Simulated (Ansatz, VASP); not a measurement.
**BaTiO3: VASP beside Ansatz**

The input INCAR:

```
PREC = Accurate ; ENCUT = 520
EDIFF = 1E-7 ; ISMEAR = 0
SIGMA = 0.02 ; LREAL = F
LASPH = T ; NELM = 80
ALGO = Normal ; ISIF = 2
LWAVE = F ; LCHARG = T
GGA = PS ; LELF = T
LVHAR = T ; NBANDS = 28
```

KPOINTS

```
regular mesh
0
Gamma
  8 8 8
```

POSCAR

```
BaTiO3
1.0
    3.9554885124      0.0000000000      0.0000000000
    0.0000000000      3.9554885124      0.0000000000
    0.0000000000      0.0000000000      3.9227184213
Ba Ti O
1 1 3
Direct
    0.5000000000      0.5000000000      0.5751964848
    0.0000000000      0.0000000000      0.0819688562
    0.0000000000      0.5000000000      0.0684603812
    0.5000000000      0.0000000000      0.0684603812
    0.0000000000      0.0000000000      0.5659108864
```

Input for Ansatz:

```yaml
crystal:
  lattice:
    - [3.9554885124, 0.0, 0.0]
    - [0.0, 3.9554885124, 0.0]
    - [0.0, 0.0, 3.9227184213]
  atoms:
    - { symbol: Ba, position: [0.5, 0.5, 0.5751964848] }
    - { symbol: Ti, position: [0.0, 0.0, 0.0819688562] }
    - { symbol: O, position: [0.0, 0.5, 0.0684603812] }
    - { symbol: O, position: [0.5, 0.0, 0.0684603812] }
    - { symbol: O, position: [0.0, 0.0, 0.5659108864] }
basis:
  ecutwfc: 420
kpoints:
  mp_grid: { grid: [8, 8, 8] }
  band_path: { path: [VBM, CBM], npoints: 2 }
hamiltonian:
  xc: pbesol
scf:
  occupations: { method: gaussian, width: 0.02 }
output:
  forces: true
  stress: true
  eigenvalues: true
checkpoint:
  read: start.run
  write: ck
  compress: false
  write_wavefunctions: false
  write_every: 100000
```

Alike in both runs: task single point; functional PBEsol; k mesh 8 × 8 × 8; occupations gaussian, width 0.02 eV; no spin polarisation.

|  | VASP | Ansatz |
| --- | --- | --- |
| version | VASP 6.6.1 | Ansatz 0.2.0 |
| potentials or method | VASP PAW PBE potentials, release 64 (Ba_sv, Ti_sv, O), cutoff 520 eV | scalar-relativistic, plane waves, PAW |
| valence electrons in the cell | 40 | 40 |

Ansatz gave:

| Item | Value |
| --- | --- |
| gap on the k mesh at the Fermi level (eV) | 1.87 |
| least direct gap on the mesh (eV) | 1.94 |
| pressure (GPa) | 3.9 |
| traceless stress, the component that is largest in VASP (GPa) | 1.71 |
| rms of the force components (eV/Å) | 0.000 |

Estimate VASP's values.

gap on the k mesh at the Fermi level (eV): 1.79; least direct gap on the mesh (eV): 1.91; pressure (GPa): 6.0; traceless stress, the component that is largest in VASP (GPa): 1.77; rms of the force components (eV/Å): 0.008.

VASP's potentials were made for PBE, not for PBEsol. Atom by atom the forces differ by 0.009 eV/Å (rms over components). With one functional, cell and mesh, what is left measures potentials, basis and numerics.

Neither program's run includes spin-orbit coupling.
